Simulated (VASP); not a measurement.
# Ta5HC in VASP: relaxation of the atoms with PBEsol

Aim: the relaxation of the atoms of Ta5HC with PBEsol.

Program: VASP 6.6.1. These are calculated values, not measurements. Logs are shortened: lines on timing, memory, paths and dates and some standing lists are left out, and cuts for length are marked.

## (1) The cell of the first run

The cell holds a slab with vacuum, 7 atoms: a = 3.281 Å, b = 3.281 Å, c = 26.661 Å, α = 90.00°, β = 90.00°, γ = 90.00°.

## (2) Relaxation of the atoms, PBEsol

File INCAR:

```
SYSTEM = Ta5HC
PREC = Accurate ; ENCUT = 520
EDIFF = 1E-6 ; ISMEAR = 0
SIGMA = 0.1 ; LREAL = .False.
LASPH = .True. ; NELM = 80
ALGO = Fast ; ISIF = 2
LWAVE = .False. ; LCHARG = .False.
LDIPOL = .True. ; IDIPOL = 3
DIPOL = 0.5 0.5 0.491 ; GGA = PS
IBRION = 2 ; NSW = 90
EDIFFG = -0.03
```

File KPOINTS:

```
Automatic mesh
0
Gamma
  9 9 1
  0 0 0
```

File POSCAR:

```
Ta5HC
1.0
    3.2805195243      0.0000000000      0.0000000000
    0.0000000000      3.2805195243      0.0000000000
    0.0000000000      0.0000000000     26.6610390486
Ta C H
5 1 1
Selective dynamics
Direct
    0.5000000000      0.5000000000      0.3188172818  F F F
    0.0000000000      0.0000000000      0.3803400064  F F F
    0.5000000000      0.5000000000      0.4421150273  T T T
    0.0000000000      0.0000000000      0.5046209748  T T T
    0.5000000000      0.5000000000      0.5575175654  T T T
    0.0000000000      0.0000000000      0.5972759558  T T T
    0.0000000000      0.0000000000      0.6385346629  T T T
```

Potentials or basis: VASP PAW PBE potentials, release 64 (Ta_pv, C, H).

Launch:

```sh
cat potpaw_PBE.64/Ta_pv/POTCAR potpaw_PBE.64/C/POTCAR potpaw_PBE.64/H/POTCAR > POTCAR
mpirun -np 1 vasp_std > vasp.out
```

OUTCAR:

```text
SYSTEM = Ta5HC
   PREC = Accurate
   ENCUT = 520
   EDIFF = 1E-6
   ISMEAR = 0
   LREAL = .False.
   LASPH = .True.
   NELM = 80
   ISIF = 2
   GGA = PS
   IBRION = 2
   NSW = 90
   EDIFFG = -0.03

 ion  position               nearest neighbor table
   1  0.500  0.500  0.319-   2 2.84   2 2.84   2 2.84   2 2.84   3 3.29
   2  0.000  0.000  0.380-   1 2.84   1 2.84   1 2.84   1 2.84   3 2.84   3 2.84   3 2.84   3 2.84
                             4 3.31
   3  0.500  0.500  0.442-   2 2.84   2 2.84   2 2.84   2 2.84   4 2.86   4 2.86   4 2.86   4 2.86
                             5 3.08   1 3.29
   4  0.000  0.000  0.505-   6 2.47   5 2.71   5 2.71   5 2.71   5 2.71   3 2.86   3 2.86   3 2.86
                             3 2.86   2 3.31
   5  0.500  0.500  0.558-   6 2.55   6 2.55   6 2.55   6 2.55   4 2.71   4 2.71   4 2.71   4 2.71
                             3 3.08
   6  0.000  0.000  0.597-   7 1.10   4 2.47   5 2.55   5 2.55   5 2.55   5 2.55
   7  0.000  0.000  0.639-   6 1.10

  LATTYP: Found a simple tetragonal cell.
 ALAT       =     3.2805195243
 C/A-ratio  =     8.1270783030

  Lattice vectors:

 A1 = (   3.2805195243,   0.0000000000,   0.0000000000)
 A2 = (   0.0000000000,   3.2805195243,   0.0000000000)
 A3 = (   0.0000000000,   0.0000000000,  26.6610390486)

Analysis of symmetry for initial positions (statically):
=====================================================================
 Subroutine PRICEL returns:
 Original cell was already a primitive cell.

 Routine SETGRP: Setting up the symmetry group for a
 simple tetragonal supercell.

 Subroutine GETGRP returns: Found  8 space group operations
 (whereof  8 operations were pure point group operations)
 out of a pool of 16 trial point group operations.

The static configuration has the point symmetry C_4v.

Analysis of symmetry for dynamics (positions and initial velocities):
=====================================================================
 Subroutine PRICEL returns:
 Original cell was already a primitive cell.

 Routine SETGRP: Setting up the symmetry group for a
 simple tetragonal supercell.

 Subroutine GETGRP returns: Found  8 space group operations
[... 155 lines left out ...]
   NGX = 13   NGY = 13   NGZ = 99

--------------------------------------- Ionic step        1  -------------------------------------------

 number of electron      60.0000017 magnetization

 Free energy of the ion-electron system (eV)
  ---------------------------------------------------
  ext. energy  EPLUGINS =         0.00000000
  ---------------------------------------------------
  free energy    TOTEN  =       -72.16048574 eV

  energy without entropy =      -72.13915511  energy(sigma->0) =      -72.14982042

------------------------ aborting loop because EDIFF is reached ----------------------------------------

  FORCE on cell =-STRESS in cart. coord.  units (eV):
  Direction    XX          YY          ZZ          XY          YZ          ZX
  --------------------------------------------------------------------------------------
  -------------------------------------------------------------------------------------
  Total       -6.1996609     -6.1996609     -4.9300847      0.0000000      0.0000000      0.0000000
  in kB      -34.6191337    -34.6191337    -27.5297738      0.0000000      0.0000000      0.0000000
  external PRESSURE =     -32.2560137 kB  Pullay stress =       0.0000000 kB
[... 22 lines left out ...]
  FREE ENERGIE OF THE ION-ELECTRON SYSTEM (eV)
  ---------------------------------------------------
  free  energy   TOTEN  =       -72.1604857370 eV

  energy  without entropy=      -72.1391551056  energy(sigma->0) =      -72.14982042

 dipolmoment           0.000000      0.000000      0.081939 electrons x Angstroem

--------------------------------------- Ionic step        2  -------------------------------------------

 number of electron      60.0000020 magnetization

------------------------ aborting loop because EDIFF is reached ----------------------------------------
[... 71 lines left out ...]
  FREE ENERGIE OF THE ION-ELECTRON SYSTEM (eV)
  ---------------------------------------------------
  free  energy   TOTEN  =       -73.1827136599 eV

  energy  without entropy=      -73.1623590713  energy(sigma->0) =      -73.17253637

[... ionic steps 4 to 16 ...]

--------------------------------------- Ionic step       17  -------------------------------------------

 number of electron      60.0000019 magnetization

------------------------ aborting loop because EDIFF is reached ----------------------------------------
[... 77 lines left out ...]
--------------------------------------- Ionic step       19  -------------------------------------------

 number of electron      60.0000018 magnetization

 dipolmoment           0.000000      0.000000     -0.095497 electrons x Angstroem

 Free energy of the ion-electron system (eV)
  ---------------------------------------------------
  ext. energy  EPLUGINS =         0.00000000
  ---------------------------------------------------
  free energy    TOTEN  =       -73.56238574 eV

  energy without entropy =      -73.54418744  energy(sigma->0) =      -73.55328659

 E-fermi :  -0.0279     XC(G=0):  -5.1097

 val. band max:       -0.0544739781   @ k =   0.4444   0.4444   0.0000
 cond. band min:       0.0253701468   @ k =   0.4444   0.0000   0.0000
 fundamental gap:      0.0798441248
 Fermi energy:        -0.0278917233

 k-point     1 :       0.0000    0.0000    0.0000
  band No.  band energies     occupation
      1     -34.8103      2.00000
      2     -34.6525      2.00000
      3     -34.6390      2.00000
      4     -34.6390      2.00000
      5     -34.6255      2.00000
      6     -34.6255      2.00000
[... 574 lines left out ...]
     35       2.5364      0.00000
     36       3.4427      0.00000

------------------------ aborting loop because EDIFF is reached ----------------------------------------

 vacuum level on the upper side and lower side of the slab       (xc-potential included)        -0.887         0.671

  FORCE on cell =-STRESS in cart. coord.  units (eV):
  Direction    XX          YY          ZZ          XY          YZ          ZX
  --------------------------------------------------------------------------------------
  -------------------------------------------------------------------------------------
  Total       -7.5178831     -7.5178831     -2.2437182      0.0000000      0.0000000     -0.0000000
  in kB      -41.9801344    -41.9801344    -12.5290043      0.0000000      0.0000000     -0.0000000
  external PRESSURE =     -32.1630911 kB  Pullay stress =       0.0000000 kB
[... 22 lines left out ...]
  FREE ENERGIE OF THE ION-ELECTRON SYSTEM (eV)
  ---------------------------------------------------
  free  energy   TOTEN  =       -73.5623857439 eV

  energy  without entropy=      -73.5441874416  energy(sigma->0) =      -73.55328659

 reached required accuracy - stopping structural energy minimisation

 vacuum level on the upper side and lower side of the slab         2.373         3.956
```

OSZICAR:

```text
N       E                     dE             d eps       ncg     rms          rms(c)
DAV:   1     0.490254345251E+03    0.49025E+03   -0.33360E+04  1360   0.144E+03
[... 259 lines left out ...]
DAV:   1    -0.735614337534E+02    0.63406E-03   -0.14675E-01  1080   0.222E+00    0.733E-02
RMM:   2    -0.735622436876E+02   -0.80993E-03   -0.96601E-03  1140   0.592E-01    0.428E-02
RMM:   3    -0.735627633617E+02   -0.51967E-03   -0.19753E-03  1201   0.230E-01    0.782E-02
RMM:   4    -0.735623846581E+02    0.37870E-03   -0.43352E-04  1211   0.103E-01    0.254E-02
RMM:   5    -0.735623838854E+02    0.77267E-06   -0.10679E-04  1215   0.548E-02    0.145E-02
RMM:   6    -0.735623854713E+02   -0.15859E-05   -0.33793E-05  1219   0.264E-02    0.586E-03
RMM:   7    -0.735623857439E+02   -0.27257E-06   -0.81981E-06   953   0.129E-02
  19 F= -.73562386E+02 E0= -.73553287E+02  d E =-.402266E-03
```

Wall time 67 min (1 thread of Oxide Virtual Turin-like, shared host); peak memory 0.4 GiB.

Results:

```yaml
Free_energy: -73.5624 eV
Energy_gained_by_relaxing: 200.3 meV/atom
Ionic_steps: 19
Band_gap_on_the_k_mesh: zero (bands 30 and 31 overlap by 1.36 eV)
```

Step by step:
```
step  energy change (eV)  largest force on free atoms (eV/Å)  pressure (GPa)
   1              0.0000                              5.6126           -3.23
   2             -0.9898                              3.1870           -5.04
   3             -1.0222                              2.9970           -4.92
   4             -1.2981                              1.1178           -4.70
   5             -1.3024                              1.0721           -4.75
   6             -1.3586                              0.3587           -4.46
   7             -1.3632                              0.2864           -4.33
   8             -1.3706                              0.3116           -4.28
   9             -1.3716                              0.4331           -4.25
  10             -1.3755                              0.2509           -4.19
  11             -1.3771                              0.2257           -4.12
  12             -1.3771                              0.2401           -4.11
  13             -1.3788                              0.2310           -4.08
  14             -1.3836                              0.2091           -3.99
  15             -1.3915                              0.1645           -3.80
  16             -1.4006                              0.0917           -3.41
  17             -1.4015                              0.0918           -3.23
  18             -1.4016                              0.1053           -3.20
  19             -1.4019                              0.0284           -3.22
```

Final structure:
```xyz
7
Lattice="3.2805 0.0000 0.0000 0.0000 3.2805 0.0000 0.0000 0.0000 26.6610" Properties=species:S:1:pos:R:3 pbc="T T T"
Ta    1.6403    1.6403    8.5000
Ta    0.0000    0.0000   10.1403
Ta    1.6403    1.6403   11.7391
Ta    0.0000    3.2805   13.3752
Ta    1.6403    1.6403   15.0636
C     0.0000    0.0000   15.5997
H     0.0000    0.0000   16.7128
```

Levels at points of the mesh, in eV from the Fermi level:
```tsv
k point	band 28	band 29	band 30	band 31	band 32	band 33
(0.00, 0.00, 0.00)	0.29	0.29	0.51	0.52	0.52	0.70
```

Caveat: the PAW data sets were made with another functional, which shifts forces and pressure a little; spin-orbit coupling is left out, which moves the levels of the heavy elements.

The gap in the log of VASP goes by the Fermi energy; the results here count the filled bands.